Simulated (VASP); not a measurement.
A run of VASP 6.6.1 is set up as follows.

File INCAR:

```
PREC = Accurate
ENCUT = 520
EDIFF = 1E-7
ISMEAR = 0
SIGMA = 0.05
LREAL = Auto
LASPH = T
NELM = 150
ALGO = Normal
ISIF = 2
LWAVE = F
LCHARG = F
ISPIN = 2
MAGMOM = 0 0 0 0 0 0 0 0 0 0 0 0 0 0 0 0 0
LORBIT = 11
GGA = PE
NBANDS = 53
```

The input KPOINTS:

```
Automatic mesh
0
Gamma
  2 2 2
```

Contents of POSCAR:

```
Si16O
1.0
    0.0000000000      5.4300000000      5.4300000000
    5.4300000000      0.0000000000      5.4300000000
    5.4300000000      5.4300000000      0.0000000000
Si O
16 1
Direct
   -0.0013586556      0.0134461326     -0.0012245856
    0.1184138122      0.1838316759      0.0818399632
    0.0050211786      0.0456587477      0.4533762431
    0.1289947514      0.1127019337      0.6258162983
   -0.0097237569      0.5560543278     -0.0288830571
    0.1252815838      0.6377902394      0.1271812155
    0.0019667587      0.4821124309      0.5030906998
    0.1617526703      0.5760830571      0.6164257827
    0.4929029466      0.0052265193      0.0001053407
    0.6243323204      0.1259308471      0.1227496317
    0.5048416206     -0.0168753223      0.4968025783
    0.6464616022      0.0842011971      0.6284842541
    0.4996622468      0.5004184162      0.0029311234
    0.6186968692      0.6294639042      0.1296727440
    0.5319546041      0.4547628913      0.5051901473
    0.6283386740      0.6077860037      0.6290243094
    0.1674877532      0.8101164825      0.4232822284
```

Potentials or basis: VASP PAW PBE potentials, release 64 (Si, O).

Command:

```sh
$ cat potpaw_PBE.64/Si/POTCAR potpaw_PBE.64/O/POTCAR > POTCAR
$ mpirun -np 1 vasp_std > vasp.out
```

Question: What does it give for the net moment?

Answer: 0.00 μB per cell.

Question: Estimate the band gap on the k mesh.

Answer: 0.49 eV.

Question: Estimate the largest force.

Answer: 0.058 eV/Å.

Forces on the atoms (eV/Å):
```
Si   0.000 -0.003 -0.001
Si   0.003  0.003 -0.005
Si   0.045 -0.027  0.025
Si   0.009 -0.007  0.004
Si  -0.007  0.002 -0.004
Si   0.000 -0.002  0.001
Si   0.010 -0.001  0.008
Si  -0.021  0.035 -0.034
Si  -0.001 -0.001 -0.004
Si   0.001 -0.002 -0.002
Si  -0.001 -0.004 -0.004
Si  -0.007  0.002 -0.002
Si  -0.001 -0.001 -0.001
Si  -0.001  0.000 -0.002
Si  -0.004 -0.001 -0.006
Si  -0.001 -0.005 -0.002
O   -0.023  0.012  0.028
```

Caveat: the k points lie up to 0.50 Å⁻¹ apart.
